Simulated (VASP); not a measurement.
# GaP (I-4m2) in VASP: notebook

GaP is run at these levels: PBE; tasks: single point.

Everything below comes from runs of VASP 6.6.1. Logs are shortened: lines on timing, memory, paths and dates and some standing lists are left out, and cuts for length are marked.

## (1) The cell of the first run

The structure is tetragonal, space group I-4m2 (No. 119). The conventional cell has a = 3.854 Å, b = 3.854 Å, c = 5.669 Å, α = 90.00°, β = 90.00°, γ = 90.00°. Ga (site symmetry -4m2) has 4 P at 2.39 Å within 3.2 Å. Within 3.2 Å of P (site symmetry -4m2) lie 4 Ga at 2.39 Å.

## (2) Single point, PBE (strain +0.000 along x and y, +0.040 along z)

Contents of INCAR:

```
SYSTEM = GaP
  PREC = Accurate
  ENCUT = 520
  EDIFF = 1E-7
  ISMEAR = 0
  SIGMA = 0.05
  LREAL = .FALSE.
  LASPH = .TRUE.
  NELM = 60
  ALGO = Normal
  ISIF = 2
  LWAVE = .FALSE.
  LCHARG = .TRUE.
  GGA = PE
  LELF = .TRUE.
  LVHAR = .TRUE.
  NBANDS = 16
```

Contents of KPOINTS:

```
Automatic mesh
0
G
  8 8 8
  0 0 0
```

Contents of POSCAR:

```
GaP
1.0
    0.0000000000      2.7252500000      2.8342600000
    2.7252500000      0.0000000000      2.8342600000
    2.7252500000      2.7252500000      0.0000000000
Ga P
1 1
Direct
    0.0000000000      0.0000000000      0.0000000000
    0.7500000000      0.7500000000      0.7500000000
```

Potentials or basis: VASP PAW PBE potentials, release 64 (Ga_d, P).

The run is started by

```sh
cat potpaw_PBE.64/Ga_d/POTCAR potpaw_PBE.64/P/POTCAR > POTCAR
mpirun -np 1 vasp_std > vasp.out
```

OUTCAR:

```text
SYSTEM = GaP
   PREC = Accurate
   ENCUT = 520
   EDIFF = 1E-7
   ISMEAR = 0
   LREAL = .FALSE.
   LASPH = .TRUE.
   NELM = 60
   ISIF = 2
   GGA = PE

 ion  position               nearest neighbor table
   1  0.000  0.000  0.000-   2 2.39   2 2.39   2 2.39   2 2.39
   2  0.750  0.750  0.750-   1 2.39   1 2.39   1 2.39   1 2.39

  LATTYP: Found a body centered tetragonal cell.
 ALAT       =     3.8540855109
 C/A-ratio  =     1.4707821049

  Lattice vectors:

 A1 = (  -2.7252500000,   0.0000000000,   2.8342600000)
 A2 = (   2.7252500000,   0.0000000000,   2.8342600000)
 A3 = (   0.0000000000,   2.7252500000,  -2.8342600000)

Analysis of symmetry for initial positions (statically):
=====================================================================
 Subroutine PRICEL returns:
 Original cell was already a primitive cell.

 Routine SETGRP: Setting up the symmetry group for a
 body centered tetragonal supercell.

 Subroutine GETGRP returns: Found  8 space group operations
 (whereof  8 operations were pure point group operations)
 out of a pool of 16 trial point group operations.

The static configuration has the point symmetry D_2d.

Analysis of symmetry for dynamics (positions and initial velocities):
=====================================================================
 Subroutine PRICEL returns:
 Original cell was already a primitive cell.

 Routine SETGRP: Setting up the symmetry group for a
 body centered tetragonal supercell.

 Subroutine GETGRP returns: Found  8 space group operations
 (whereof  8 operations were pure point group operations)
 out of a pool of 16 trial point group operations.

The dynamic configuration has the point symmetry D_2d.

 Subroutine INISYM returns: Found  8 space group operations
 (whereof  8 operations are pure point group operations),
 and found     1 'primitive' translations

----------------------------------------------------------------------------------------

                                     Primitive cell

  volume of cell :      42.1000

  direct lattice vectors                    reciprocal lattice vectors
     0.000000000  2.725250000  2.834260000    -0.183469406  0.183469406  0.176412891
     2.725250000  0.000000000  2.834260000     0.183469406 -0.183469406  0.176412891
     2.725250000  2.725250000  0.000000000     0.183469406  0.183469406 -0.176412891

  length of vectors
     3.931922851  3.931922851  3.854085511     0.313757158  0.313757158  0.313757158

  position of ions in fractional coordinates (direct lattice)
     0.000000000  0.000000000  0.000000000
     0.750000000  0.750000000  0.750000000

[... 78 lines left out ...]
   EDIFFG = 0.1E-05   stopping-criterion for IOM
   NSW    =      0    number of steps for IOM
   IBRION =     -1    ionic relax: 0-MD 1-quasi-New 2-CG
   NFREE  =      0    steps in history (QN), initial steepest desc. (CG)
   ISIF   =      2    stress and relaxation
   ISYM   =      2    0-nonsym 1-usesym 2-fastsym
   POTIM  = 0.5000    time-step for ionic-motion
   TEBEG  =    0.0;   TEEND  =   0.0 temperature during run
   PSTRESS=    0.0 pullay stress
   NELECT =      18.0000    total number of electrons
   NUPDOWN=      -1.0000    fix difference up-down
   EMIN   =  10.00;   EMAX   =-10.00  energy-range for DOS
   EFERMI =   0.00;   METHOD = LEGACY
   ISMEAR =     0;   SIGMA  =   0.05  broadening in eV -4-tet -1-fermi 0-gaus
   EFERMI_NEDOS =   21; number of points for ismear=-14 and -15
   IALGO  =     38    algorithm
   IMIX   =      4    mixing-type and parameters
     AMIX     =   0.40;   BMIX     =  1.00
     AMIX_MAG =   1.60;   BMIX_MAG =  1.00
  volume/ion in A,a.u.               =      21.05       142.05
  Fermi-wavevector in a.u.,A,eV,Ry     =   1.233308  2.330614 20.695122  1.521049
  Thomas-Fermi vector in A             =   2.368043
   LORBIT       =      0    0 simple, 1 ext, 2 COOP (PROOUT), +10 PAW based schemes
   GGA     = PE    functional components
   LHFCALC =     F    Hartree Fock is set to
   AEXX    =    0.0000 exact exchange contribution
   IVDW    =     0    specifies the selected vdW correction
   LEPSILON=     F    determine dielectric tensor
   LRPA    =     F    only Hartree local field effects (RPA)
 non-spin polarized calculation
 Gauss-broadening in eV      SIGMA  =   0.05
  energy-cutoff  :      520.00
  volume of cell :       42.10
 maximum number of plane-waves:      1154
 NGX is ok and might be reduce to    30
   NGX = 15   NGY = 15   NGZ = 15

 number of electron      18.0000002 magnetization

 Free energy of the ion-electron system (eV)
  ---------------------------------------------------
  ext. energy  EPLUGINS =         0.00000000
  ---------------------------------------------------
  free energy    TOTEN  =        -9.11458137 eV

  energy without entropy =       -9.11458137  energy(sigma->0) =       -9.11458137

 E-fermi :   4.5632     XC(G=0):  -9.6570

 val. band max:        4.3365937368   @ k =   0.0000   0.0000   0.0000
 cond. band min:       5.7517904613   @ k =   0.0000   0.0000   0.0000
 fundamental gap:      1.4151967245
 Fermi energy:         4.5632225210

 k-point     1 :       0.0000    0.0000    0.0000
  band No.  band energies     occupation
      1     -10.2395      2.00000
      2     -10.2273      2.00000
      3     -10.2273      2.00000
      4     -10.1471      2.00000
      5     -10.1405      2.00000
      6      -7.9398      2.00000
[... 433 lines left out ...]
      3     -10.2057      2.00000
      4     -10.1523      2.00000
      5     -10.1319      2.00000
      6      -6.5414      2.00000
[... 8 lines left out ...]
     15      14.8231      0.00000
     16      15.2609      0.00000

 [... further k-points ...]

------------------------ aborting loop because EDIFF is reached ----------------------------------------

  FORCE on cell =-STRESS in cart. coord.  units (eV):
  Direction    XX          YY          ZZ          XY          YZ          ZX
  --------------------------------------------------------------------------------------
  -------------------------------------------------------------------------------------
  Total        0.0862442      0.0862442     -0.7156039      0.0000000      0.0000000      0.0000000
  in kB        3.2821476      3.2821476    -27.2333383      0.0000000      0.0000000      0.0000000
  external PRESSURE =      -6.8896810 kB  Pullay stress =       0.0000000 kB

 VOLUME and BASIS-vectors are now :
 -----------------------------------------------------------------------------
  energy-cutoff  :      520.00
  volume of cell :       42.10
      direct lattice vectors                 reciprocal lattice vectors
     0.000000000  2.725250000  2.834260000    -0.183469406  0.183469406  0.176412891
     2.725250000  0.000000000  2.834260000     0.183469406 -0.183469406  0.176412891
     2.725250000  2.725250000  0.000000000     0.183469406  0.183469406 -0.176412891

 POSITION                                       TOTAL-FORCE (eV/Angst)
 -----------------------------------------------------------------------------------
      0.00000      0.00000      0.00000         0.000000      0.000000      0.000000
      4.08788      4.08788      4.25139        -0.000000     -0.000000     -0.000000
 -----------------------------------------------------------------------------------
    total drift:                               -0.000002     -0.000002     -0.000003

  FREE ENERGIE OF THE ION-ELECTRON SYSTEM (eV)
  ---------------------------------------------------
  free  energy   TOTEN  =        -9.1145813658 eV

  energy  without entropy=       -9.1145813658  energy(sigma->0) =       -9.11458137
```

OSZICAR:

```text
N       E                     dE             d eps       ncg     rms          rms(c)
DAV:   1     0.814138418271E+02    0.81414E+02   -0.89710E+03  1952   0.159E+03
DAV:   2    -0.293635690667E+01   -0.84350E+02   -0.80578E+02  2168   0.315E+02
DAV:   3    -0.926923297069E+01   -0.63329E+01   -0.63122E+01  2312   0.661E+01
DAV:   4    -0.937169327621E+01   -0.10246E+00   -0.10244E+00  2320   0.911E+00
DAV:   5    -0.937376329048E+01   -0.20700E-02   -0.20699E-02  2488   0.115E+00    0.407E+00
DAV:   6    -0.913785089055E+01    0.23591E+00   -0.37818E-01  2920   0.100E+01    0.267E+00
DAV:   7    -0.911370462090E+01    0.24146E-01   -0.88200E-02  2520   0.194E+00    0.108E+00
DAV:   8    -0.911402479967E+01   -0.32018E-03   -0.12731E-02  2256   0.134E+00    0.168E-01
DAV:   9    -0.911442939985E+01   -0.40460E-03   -0.12865E-03  2448   0.502E-01    0.823E-02
DAV:  10    -0.911450705541E+01   -0.77656E-04   -0.11100E-04  2904   0.107E-01    0.415E-02
DAV:  11    -0.911458139804E+01   -0.74343E-04   -0.10289E-04  2288   0.834E-02    0.504E-03
DAV:  12    -0.911458102461E+01    0.37343E-06   -0.28929E-06  2360   0.214E-02    0.271E-03
DAV:  13    -0.911458132936E+01   -0.30475E-06   -0.82169E-07  2512   0.743E-03    0.187E-03
DAV:  14    -0.911458136581E+01   -0.36452E-07   -0.29387E-08  1864   0.136E-03
   1 F= -.91145814E+01 E0= -.91145814E+01  d E =-.131793E-12
```

stdout:

```text
POSCAR found type information on POSCAR GaP
 POSCAR found :  2 types and       2 ions
 scaLAPACK will be used
 LDA part: xc-table for (Slater+PW92), standard interpolation
 POSCAR, INCAR and KPOINTS ok, starting setup
 FFT: planning ... GRIDC
 FFT: planning ... GRID_SOFT
 FFT: planning ... GRID
 WAVECAR not read
 entering main loop
```

Run time: 68 s. Hardware: 1 thread of Intel Xeon 8259CL, shared host; peak memory 0.19 GiB.

Results:

- Free energy: -9.1146 eV
- Pressure: -0.7 GPa
- Band gap on the k mesh: 1.42 eV

Levels at points of the mesh, in eV from the valence-band top:
```tsv
k point	band 7	band 8	band 9	band 10	band 11	band 12
(0.00, 0.00, 0.00)	-0.23	0.00	0.00	1.42	3.80	3.80
(0.50, 0.00, 0.00)	-6.49	-1.29	-0.98	1.45	4.55	4.80
(0.50, 0.50, 0.00)	-6.81	-2.44	-2.44	1.84	2.02	10.23
(0.50, 0.00, 0.50)	-6.56	-2.72	-2.69	1.58	1.66	10.12
```

Caveat: the cell differs from its parent crystal (strain +0.000 along x and y, +0.040 along z).

## (3) Single point, PBE (strain +0.040 along x and y, +0.080 along z)

Contents of INCAR:

```
SYSTEM = GaP
PREC = Accurate
ENCUT = 520
EDIFF = 1E-6
ISMEAR = 0
SIGMA = 0.05
LREAL = .False.
LASPH = .True.
NELM = 60
ALGO = Normal
ISIF = 2
LWAVE = .False.
LCHARG = .False.
GGA = PE
NBANDS = 16
```

Contents of KPOINTS:

```
Automatic mesh
0
Gamma
  8 8 8
  0 0 0
```

Contents of POSCAR:

```
GaP
1.0
    0.0000000000      2.8342600000      2.9432700000
    2.8342600000      0.0000000000      2.9432700000
    2.8342600000      2.8342600000      0.0000000000
Ga P
1 1
Direct
    0.0000000000      0.0000000000      0.0000000000
    0.7500000000      0.7500000000      0.7500000000
```

Potentials or basis: VASP PAW PBE potentials, release 64 (Ga_d, P).

The run is started by

```sh
cat potpaw_PBE.64/Ga_d/POTCAR potpaw_PBE.64/P/POTCAR > POTCAR
mpirun -np 1 vasp_std > vasp.out
```

Run time: 46 s. Hardware: 1 thread of Intel Xeon 8259CL, shared host; peak memory 0.19 GiB.

It converged, with:

| Item | Value |
| --- | --- |
| Free energy | -8.9760 eV |
| Pressure | -7.2 GPa |
| Band gap on the k mesh | 0.52 eV |

Stress tensor (GPa, compression positive):
```
-6.31  0.00  0.00
 0.00 -6.31  0.00
 0.00  0.00 -9.04
```

Levels at points of the mesh, in eV from the valence-band top:
```csv
k point,band 5,band 6,band 7,band 8,band 9,band 10,band 11,band 12,band 13,band 14
"(0.00, 0.00, 0.00)",-14.37,-11.49,-0.20,0.00,0.00,0.52,3.80,3.80,3.89,8.10
"(0.50, 0.00, 0.00)",-14.37,-9.89,-5.91,-1.11,-0.84,1.12,4.56,4.76,7.82,9.80
"(0.50, 0.50, 0.00)",-14.37,-9.28,-6.29,-2.10,-2.10,2.02,2.04,9.36,9.36,9.62
"(0.50, 0.00, 0.50)",-14.36,-9.15,-6.08,-2.33,-2.31,1.72,1.80,9.27,9.36,9.89
```

Caveat: the cell differs from its parent crystal (strain +0.040 along x and y, +0.080 along z); the cell stands under tension.
